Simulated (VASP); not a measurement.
# Hf3Si2 (Pm) in VASP: single point with PBEsol

Aim: the single point of Hf3Si2 with PBEsol.

Program: VASP 6.6.1. These are calculated values, not measurements. Logs are shortened: lines on timing, memory, paths and dates and some standing lists are left out, and cuts for length are marked.

## 1. The cell of the first run

It takes space group Pm (No. 6, monoclinic). Conventional cell: a = 6.976 Å, b = 3.607 Å, c = 6.976 Å, α = 90.00°, β = 90.00°, γ = 90.00°. Hf (site symmetry m) has 6 Si at 2.69 to 2.77 Å and 11 Hf at 3.15 to 3.65 Å within 3.7 Å. Within 3.7 Å of Hf (site symmetry m) lie 6 Si at 2.69 to 2.77 Å and 11 Hf at 3.05 to 3.65 Å. Within 3.7 Å of Hf (site symmetry m) lie 6 Si at 2.69 to 2.77 Å and 11 Hf at 3.06 to 3.65 Å. Within 3.7 Å of Hf (site symmetry m) lie 6 Si at 2.69 to 2.77 Å and 11 Hf at 3.15 to 3.65 Å. Hf (site symmetry m) has 4 Si at 2.60 to 2.92 Å and 8 Hf at 3.05 to 3.24 Å within 3.4 Å. Within 3.7 Å of Hf (site symmetry m) lie 4 Si at 2.76 Å and 10 Hf at 3.15 to 3.61 Å. Si (site symmetry m) has 1 Si at 2.44 Å and 8 Hf at 2.60 to 2.77 Å within 3.2 Å. Within 3.2 Å of Si (site symmetry m) lie 1 Si at 2.44 Å and 8 Hf at 2.69 to 2.77 Å.

## 2. Single point, PBEsol (atom 5 (Hf) moved +0.160 Å towards its neighbour atom 7 (Si) at 2.763 Å)

INCAR reads:

```
PREC = Accurate
ENCUT = 520
EDIFF = 1E-6
ISMEAR = 0
SIGMA = 0.15
LREAL = F
LASPH = T
NELM = 60
ALGO = Fast
ISIF = 2
LWAVE = F
LCHARG = F
GGA = PS
NBANDS = 49
```

KPOINTS reads:

```
regular mesh
0
Gamma
  6 6 12
```

POSCAR reads:

```
Hf3Si2
1.0
    6.9764609887      0.0000000000      0.0000000000
    0.0000000000      6.9764609887      0.0000000000
    0.0000000000      0.0000000000      3.6070281186
Hf Si
6 4
Direct
    0.6738642686      0.8261357314      0.5000000000
    0.8261357314      0.3261357314      0.5000000000
    0.3261357314      0.1738642686      0.5000000000
    0.1738642686      0.6738642686      0.5000000000
    0.5071698281      0.4782152796      0.0000000000
    0.0000000000      0.0000000000      0.0000000000
    0.6238117757      0.1238117757      0.0000000000
    0.8761882243      0.6238117757      0.0000000000
    0.1238117757      0.3761882243      0.0000000000
    0.3761882243      0.8761882243      0.0000000000
```

Potentials or basis: VASP PAW PBE potentials, release 64 (Hf_pv, Si).

Started as:

```bash
$ cat potpaw_PBE.64/Hf_pv/POTCAR potpaw_PBE.64/Si/POTCAR > POTCAR
$ mpirun -np 1 vasp_std > vasp.out
```

OUTCAR:

```text
PREC = Accurate
   ENCUT = 520
   EDIFF = 1E-6
   ISMEAR = 0
   LREAL = F
   LASPH = T
   NELM = 60
   ISIF = 2
   GGA = PS

 ion  position               nearest neighbor table
   1  0.674  0.826  0.500-   8 2.69   8 2.69  10 2.77   7 2.77   7 2.77  10 2.77   6 3.15   6 3.15
                             5 3.24   5 3.24   3 3.43   2 3.65   4 3.65   2 3.65   4 3.65
   2  0.826  0.326  0.500-   7 2.69   7 2.69   9 2.77   8 2.77   8 2.77   9 2.77   5 3.05   5 3.05
                             6 3.15   6 3.15   4 3.43   3 3.65   1 3.65   1 3.65   3 3.65
   3  0.326  0.174  0.500-   9 2.69   9 2.69  10 2.77   7 2.77   7 2.77  10 2.77   5 3.06   5 3.06
                             6 3.15   6 3.15   1 3.43   2 3.65   4 3.65   4 3.65   2 3.65
   4  0.174  0.674  0.500-  10 2.69  10 2.69   8 2.77   8 2.77   9 2.77   9 2.77   6 3.15   6 3.15
                             5 3.24   5 3.24   2 3.43   1 3.65   3 3.65   3 3.65   1 3.65
   5  0.507  0.478  0.000-   7 2.60   9 2.77   8 2.77  10 2.92   2 3.05   2 3.05   3 3.06   3 3.06
                             1 3.24   1 3.24   4 3.24   4 3.24
   6  0.000  0.000  0.000-   7 2.76   8 2.76   9 2.76  10 2.76   1 3.15   2 3.15   3 3.15   4 3.15
                             1 3.15   2 3.15   3 3.15   4 3.15
   7  0.624  0.124  0.000-  10 2.44   5 2.60   2 2.69   2 2.69   6 2.76   1 2.77   1 2.77   3 2.77
                             3 2.77
   8  0.876  0.624  0.000-   9 2.44   1 2.69   1 2.69   6 2.76   5 2.77   2 2.77   4 2.77   2 2.77
                             4 2.77
   9  0.124  0.376  0.000-   8 2.44   3 2.69   3 2.69   6 2.76   5 2.77   2 2.77   2 2.77   4 2.77
                             4 2.77
  10  0.376  0.876  0.000-   7 2.44   4 2.69   4 2.69   6 2.76   1 2.77   1 2.77   3 2.77   3 2.77
                             5 2.92

  LATTYP: Found a simple tetragonal cell.
 ALAT       =     6.9764609887
 C/A-ratio  =     0.5170283507

  Lattice vectors:

 A1 = (   6.9764609887,   0.0000000000,   0.0000000000)
 A2 = (   0.0000000000,   6.9764609887,   0.0000000000)
 A3 = (   0.0000000000,   0.0000000000,   3.6070281186)

Analysis of symmetry for initial positions (statically):
=====================================================================
 Subroutine PRICEL returns:
 Original cell was already a primitive cell.

 Routine SETGRP: Setting up the symmetry group for a
 simple tetragonal supercell.

 Subroutine GETGRP returns: Found  2 space group operations
 (whereof  2 operations were pure point group operations)
 out of a pool of 16 trial point group operations.

The static configuration has the point symmetry C_1h.

Analysis of symmetry for dynamics (positions and initial velocities):
=====================================================================
 Subroutine PRICEL returns:
 Original cell was already a primitive cell.

 Routine SETGRP: Setting up the symmetry group for a
 simple tetragonal supercell.

 Subroutine GETGRP returns: Found  2 space group operations
 (whereof  2 operations were pure point group operations)
 out of a pool of 16 trial point group operations.

The dynamic configuration has the point symmetry C_1h.

 Subroutine INISYM returns: Found  2 space group operations
 (whereof  2 operations are pure point group operations),
 and found     1 'primitive' translations

----------------------------------------------------------------------------------------

                                     Primitive cell

  volume of cell :     175.5577

  direct lattice vectors                    reciprocal lattice vectors
     6.976460989  0.000000000  0.000000000     0.143339152  0.000000000  0.000000000
     0.000000000  6.976460989  0.000000000     0.000000000  0.143339152  0.000000000
     0.000000000  0.000000000  3.607028119     0.000000000  0.000000000  0.277236541

  length of vectors
     6.976460989  6.976460989  3.607028119     0.143339152  0.143339152  0.277236541

  position of ions in fractional coordinates (direct lattice)
     0.673864269  0.826135731  0.500000000
     0.826135731  0.326135731  0.500000000
     0.326135731  0.173864269  0.500000000
     0.173864269  0.673864269  0.500000000
     0.507169828  0.478215280  0.000000000
     0.000000000  0.000000000  0.000000000
     0.623811776  0.123811776  0.000000000
     0.876188224  0.623811776  0.000000000
     0.123811776  0.376188224  0.000000000
     0.376188224  0.876188224  0.000000000

  ion indices of the primitive-cell ions
   primitive index   ion index
                 1           1
                 2           2
                 3           3
                 4           4
                 5           5
                 6           6
                 7           7
                 8           8
                 9           9
                10          10

----------------------------------------------------------------------------------------

 KPOINTS: regular mesh

Automatic generation of k-mesh.
 Grid dimensions read from file:
 generate k-points for:    6    6   12

 Generating k-lattice:

  Cartesian coordinates                     Fractional coordinates (reciprocal lattice)
     0.023889859  0.000000000  0.000000000     0.166666667  0.000000000  0.000000000
     0.000000000  0.023889859  0.000000000     0.000000000  0.166666667  0.000000000
     0.000000000  0.000000000  0.023103045     0.000000000  0.000000000  0.083333333

  Length of vectors
     0.023889859  0.023889859  0.023103045

  Shift w.r.t. Gamma in fractional coordinates (k-lattice)
     0.000000000  0.000000000  0.000000000

 Subroutine IBZKPT returns following result:
 ===========================================

 Found    140 irreducible k-points:

 Following reciprocal coordinates:
            Coordinates               Weight
  0.000000  0.000000  0.000000      1.000000
  0.166667  0.000000  0.000000      2.000000
  0.000000  0.166667  0.000000      2.000000
  0.333333  0.000000  0.000000      2.000000
  0.000000  0.333333  0.000000      2.000000
  0.500000  0.000000  0.000000      1.000000
[... 16 lines left out ...]
  0.000000  0.166667  0.083333      4.000000
  0.333333  0.000000  0.083333      4.000000
 [... further k-points ...]
   k-points           NKPTS =    140   k-points in BZ     NKDIM =    140   number of bands    NBANDS=     49
   number of dos      NEDOS =    301   number of ions     NIONS =     10
   total plane-waves  NPLWV =  81648
   dimension x,y,z NGX =    54 NGY =   54 NGZ =   28
   dimension x,y,z NGXF=   108 NGYF=  108 NGZF=   56
   ions per type =               6   4
   NGX,Y,Z   is equivalent  to a cutoff of  12.87, 12.87, 12.91 a.u.
   NGXF,Y,Z  is equivalent  to a cutoff of  25.74, 25.74, 25.81 a.u.
 SYSTEM =  unknown system
   PREC   = accura    normal or accurate (medium, high low for compatibility)
   ISTART =      0    job   : 0-new  1-cont  2-samecut
   ICHARG =      2    charge: 1-file 2-atom 10-const
   ISPIN  =      1    spin polarized calculation?
   LNONCOLLINEAR =      F non collinear calculations
   LSORBIT =      F    spin-orbit coupling
   LASPH  =      T    aspherical Exc in radial PAW
   ENCUT  =  520.0 eV  38.22 Ry    6.18 a.u.  12.97 12.97  6.71*2*pi/ulx,y,z
   NELM   =     60;   NELMIN=  2; NELMDL= -5     # of ELM steps
   EDIFF  = 0.1E-05   stopping-criterion for ELM
   LREAL  =      F    real-space projection
   EDIFFG = 0.1E-04   stopping-criterion for IOM
   NSW    =      0    number of steps for IOM
   IBRION =     -1    ionic relax: 0-MD 1-quasi-New 2-CG
   NFREE  =      0    steps in history (QN), initial steepest desc. (CG)
   ISIF   =      2    stress and relaxation
   ISYM   =      2    0-nonsym 1-usesym 2-fastsym
   POTIM  = 0.5000    time-step for ionic-motion
   TEBEG  =    0.0;   TEEND  =   0.0 temperature during run
   PSTRESS=    0.0 pullay stress
   NELECT =      76.0000    total number of electrons
   NUPDOWN=      -1.0000    fix difference up-down
   EMIN   =  10.00;   EMAX   =-10.00  energy-range for DOS
   EFERMI =   0.00;   METHOD = LEGACY
   ISMEAR =     0;   SIGMA  =   0.15  broadening in eV -4-tet -1-fermi 0-gaus
   EFERMI_NEDOS =   21; number of points for ismear=-14 and -15
   IALGO  =     68    algorithm
   IMIX   =      4    mixing-type and parameters
     AMIX     =   0.40;   BMIX     =  1.00
     AMIX_MAG =   1.60;   BMIX_MAG =  1.00
  volume/ion in A,a.u.               =      17.56       118.47
  Fermi-wavevector in a.u.,A,eV,Ry     =   1.238434  2.340300 20.867498  1.533718
  Thomas-Fermi vector in A             =   2.372959
   LORBIT       =      0    0 simple, 1 ext, 2 COOP (PROOUT), +10 PAW based schemes
   GGA     = PS    functional components
   LHFCALC =     F    Hartree Fock is set to
   AEXX    =    0.0000 exact exchange contribution
   IVDW    =     0    specifies the selected vdW correction
   LEPSILON=     F    determine dielectric tensor
   LRPA    =     F    only Hartree local field effects (RPA)
 non-spin polarized calculation
 RMM-DIIS sequential band-by-band and
 Gauss-broadening in eV      SIGMA  =   0.15
  energy-cutoff  :      520.00
  volume of cell :      175.56
 maximum number of plane-waves:      4780
 NGX is ok and might be reduce to    54
   NGX = 25   NGY = 25   NGZ = 13

 number of electron      76.0000008 magnetization

 Free energy of the ion-electron system (eV)
  ---------------------------------------------------
  ext. energy  EPLUGINS =         0.00000000
  ---------------------------------------------------
  free energy    TOTEN  =       -94.54440053 eV

  energy without entropy =      -94.46563004  energy(sigma->0) =      -94.50501529

 E-fermi :   6.5792     XC(G=0): -11.7320

 val. band max:        6.5791067118   @ k =   0.3333   0.3333   0.1667
 cond. band min:       6.5838578184   @ k =  -0.3333   0.3333   0.0000
 fundamental gap:      0.0047511066
 Fermi energy:         6.5791859567

 k-point     1 :       0.0000    0.0000    0.0000
  band No.  band energies     occupation
      1     -23.7252      2.00000
      2     -23.7242      2.00000
      3     -23.6818      2.00000
      4     -23.5913      2.00000
      5     -23.5658      2.00000
      6     -23.5283      2.00000
[... 41 lines left out ...]
     48       9.8601      0.00000
     49      10.3449      0.00000
[... 1194 lines left out ...]
     48       9.6192      0.00000
     49       9.9165      0.00000

 [... further k-points ...]
[... 5 lines left out ...]
  --------------------------------------------------------------------------------------
  -------------------------------------------------------------------------------------
  Total        0.1381850      0.9630425      0.3952767     -0.2858788      0.0000000      0.0000000
  in kB        1.2611064      8.7889329      3.6073805     -2.6089919      0.0000000      0.0000000
  external PRESSURE =       4.5524733 kB  Pullay stress =       0.0000000 kB

 VOLUME and BASIS-vectors are now :
 -----------------------------------------------------------------------------
  energy-cutoff  :      520.00
  volume of cell :      175.56
      direct lattice vectors                 reciprocal lattice vectors
     6.976460989  0.000000000  0.000000000     0.143339152  0.000000000  0.000000000
     0.000000000  6.976460989  0.000000000     0.000000000  0.143339152  0.000000000
     0.000000000  0.000000000  3.607028119     0.000000000  0.000000000  0.277236541

 POSITION                                       TOTAL-FORCE (eV/Angst)
 -----------------------------------------------------------------------------------
      4.70119      5.76350      1.80351         0.001875     -0.205527      0.000000
      5.76350      2.27527      1.80351         0.224222     -0.200344      0.000000
      2.27527      1.21296      1.80351         0.002511     -0.278743      0.000000
      1.21296      4.70119      1.80351         0.117420     -0.174796      0.000000
      3.53825      3.33625      0.00000        -0.688146      2.085115      0.000000
      0.00000      0.00000      0.00000         0.064655     -0.163546      0.000000
      4.35200      0.86377      0.00000         0.163953     -0.722441      0.000000
      6.11269      4.35200      0.00000         0.027794     -0.001157      0.000000
      0.86377      2.62446      0.00000         0.024393      0.017004      0.000000
      2.62446      6.11269      0.00000         0.061324     -0.355563      0.000000
 -----------------------------------------------------------------------------------
    total drift:                                0.000179     -0.000032     -0.000000

  FREE ENERGIE OF THE ION-ELECTRON SYSTEM (eV)
  ---------------------------------------------------
  free  energy   TOTEN  =       -94.5444005287 eV

  energy  without entropy=      -94.4656300429  energy(sigma->0) =      -94.50501529
```

Run time: 24 min. Hardware: 1 thread of Oxide Virtual Turin-like, shared host; peak memory 0.86 GiB.

Results:

| Quantity | Value |
| --- | --- |
| Free energy | -94.5444 eV |
| Pressure | 0.5 GPa |
| Largest force | 2.196 eV/Å |
| Band gap on the k mesh | zero (bands 38 and 39 overlap by 1.32 eV) |

Forces in eV/Å, atoms in the order of the input:
```
Hf   0.002 -0.206  0.000
Hf   0.224 -0.200  0.000
Hf   0.003 -0.279  0.000
Hf   0.117 -0.175  0.000
Hf  -0.688  2.085  0.000
Hf   0.065 -0.164  0.000
Si   0.164 -0.722  0.000
Si   0.028 -0.001  0.000
Si   0.024  0.017  0.000
Si   0.061 -0.356  0.000
```

Levels at points of the mesh, in eV from the Fermi level:
```tsv
k point	band 36	band 37	band 38	band 39	band 40	band 41
(0.00, 0.00, 0.00)	-0.38	-0.26	-0.05	1.08	1.25	1.54
(0.50, 0.00, 0.00)	-0.19	0.57	0.59	0.79	0.93	1.50
(0.00, 0.50, 0.00)	-0.18	0.56	0.64	0.80	0.99	1.48
(0.50, 0.50, 0.00)	-0.23	-0.14	-0.07	0.22	0.27	1.26
(0.00, 0.00, 0.50)	-0.19	0.09	0.15	0.21	0.48	0.58
(0.50, 0.00, 0.50)	-0.93	-0.50	-0.47	-0.06	-0.04	1.85
(0.00, 0.50, 0.50)	-0.99	-0.57	-0.42	-0.12	0.02	1.79
(0.50, 0.50, 0.50)	-1.18	-0.68	-0.67	-0.66	-0.60	2.06
```

Caveat: the cell differs from its parent crystal (atom 5 (Hf) moved +0.160 Å towards its neighbour atom 7 (Si) at 2.763 Å); the PAW data sets were made with another functional, which shifts forces and pressure a little; spin-orbit coupling is left out, which moves the levels of the heavy elements.
